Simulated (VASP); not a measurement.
Set up this calculation in VASP 6.6.1, as the native input.

- Task: single point
- Functional: PBE
- Potentials or basis: VASP PAW PBE potentials, release 64 (Sb)
- Cutoff: 520 eV
- k mesh: 13 × 13 × 13
- Occupations: fermi-dirac, width 0.05 eV
- Spin: no spin polarisation
- Dipole correction: no
- Further INCAR settings: ALGO = Normal; EDIFF = 1e-07; NBANDS = 8

The structure of Sb lies in POSCAR:

```
Sb
1.0
    3.2232000000      0.0000000000      0.0000000000
    0.0000000000      3.2232000000      0.0000000000
    0.0000000000      0.0000000000      3.1600000000
Sb
1
Direct
    0.0000000000      0.0000000000      0.0000000000
```

This cell differs from its parent crystal: equal xx and yy strain of +2 %.

One way to write it, as run:

INCAR

```
SYSTEM = Sb
ALGO     = Normal         ! electronic algorithm
EDIFF    = 1E-7           ! SCF threshold, eV
ENCUT    = 520            ! plane-wave cutoff, eV
GGA      = PE             ! functional
ISIF     = 2              ! what is computed and relaxed
ISMEAR   = -1             ! smearing method
LASPH    = .TRUE.         ! aspherical terms in the spheres
LCHARG   = .TRUE.         ! write CHGCAR
LELF     = .TRUE.         ! ELF
LREAL    = .FALSE.        ! projectors in reciprocal space
LVHAR    = .TRUE.       
LWAVE    = .FALSE.        ! write WAVECAR
NBANDS   = 8              ! bands
NELM     = 80             ! most SCF steps
PREC     = Accurate       ! precision mode
SIGMA    = 0.05           ! smearing width, eV
```

KPOINTS

```
k-points
0
G
  13 13 13
  0 0 0
```

Potentials or basis: VASP PAW PBE potentials, release 64 (Sb).

The run is started by

```sh
$ cat potpaw_PBE.64/Sb/POTCAR > POTCAR
$ mpirun -np 1 vasp_std > vasp.out
```

Results of the run:

* Pressure: -4.1 GPa

Caveat: the cell differs from its parent crystal (equal xx and yy strain of +2 %).

It took 41 s on 1 thread of Intel Xeon 8259CL (shared host), peak memory 0.17 GiB.
